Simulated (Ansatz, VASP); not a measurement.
Cu: VASP beside Ansatz

```xyz
2
Lattice="1.2020 -3.9226 0.0000 1.2020 3.9226 0.0000 0.0000 0.0000 2.4420" Properties=species:S:1:pos:R:3 pbc="T T T"
Cu    1.2020   -2.8724    1.8315
Cu    1.2020    2.8724    0.6105
```

Change from the starting cell: volume scaled by 0.96.

Alike in both runs: task single point; functional LDA; k mesh 11 × 11 × 11; occupations fermi-dirac, width 0.05 eV; no spin polarisation.

|  | VASP | Ansatz |
| --- | --- | --- |
| version | VASP 6.6.1 | Ansatz 0.2.0 |
| potentials or method | VASP PAW LDA potentials, release 64 (Cu), cutoff 520 eV | all-electron LAPW, scalar-relativistic |

```tsv
	VASP	Ansatz	Ansatz less VASP
gap on the k mesh at the Fermi level (eV)	none	none	-
pressure (GPa)	-0.5	-1.5	-0.99
traceless stress, the component that is largest in VASP (GPa)	-0.68	-0.77	-0.095
rms of the force components (eV/Å)	0.009	0.005	-0.0035
```

LDA's correlation is that of Perdew and Zunger in VASP and of Perdew and Wang (1992) in Ansatz. Atom by atom the forces differ by 0.004 eV/Å (rms over components). A gap of «none» marks a metal or a gap that the smearing closes. Ansatz ran all-electron here, and VASP with PAW potentials.
